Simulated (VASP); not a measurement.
Here is a VASP 6.6.1 calculation.

File INCAR:

```
  PREC = Accurate
  ENCUT = 520
  EDIFF = 1E-6
  ISMEAR = 0
  SIGMA = 0.1
  LREAL = F
  LASPH = T
  NELM = 80
  ALGO = Normal
  ISIF = 2
  LWAVE = F
  LCHARG = T
  GGA = PE
  LELF = T
  LVHAR = T
  NBANDS = 29
```

Contents of KPOINTS:

```
regular mesh
0
Gamma
  6 6 2
```

POSCAR

```
BiTe
1.0
    5.3593837177      0.0000000000      0.0000000000
   -2.6796918588      4.6413624481      0.0000000000
    0.0000000000      0.0000000000      6.9015720325
Bi Te
2 2
Direct
    0.3333333333      0.6666666667      0.4358834757
    0.6666666667      0.3333333333      0.9358834757
    0.3333333333      0.6666666667     -0.0608834857
    0.6666666667      0.3333333333      0.4391165143
```

Potentials or basis: VASP PAW PBE potentials, release 64 (Bi_d, Te).

The run is started by

```console
$ cat potpaw_PBE.64/Bi_d/POTCAR potpaw_PBE.64/Te/POTCAR > POTCAR
$ mpirun -np 1 vasp_std > vasp.out
```

Q: Estimate the pressure.

A: -0.3 GPa.

Q: Predict the largest force.

A: 0.008 eV/Å.

Stress tensor (GPa, compression positive):
```
-0.29  0.00  0.00
 0.00 -0.29  0.00
 0.00  0.00 -0.43
```

Caveat: the k points lie up to 0.46 Å⁻¹ apart, too coarse for converged energies and pressures of a metal.
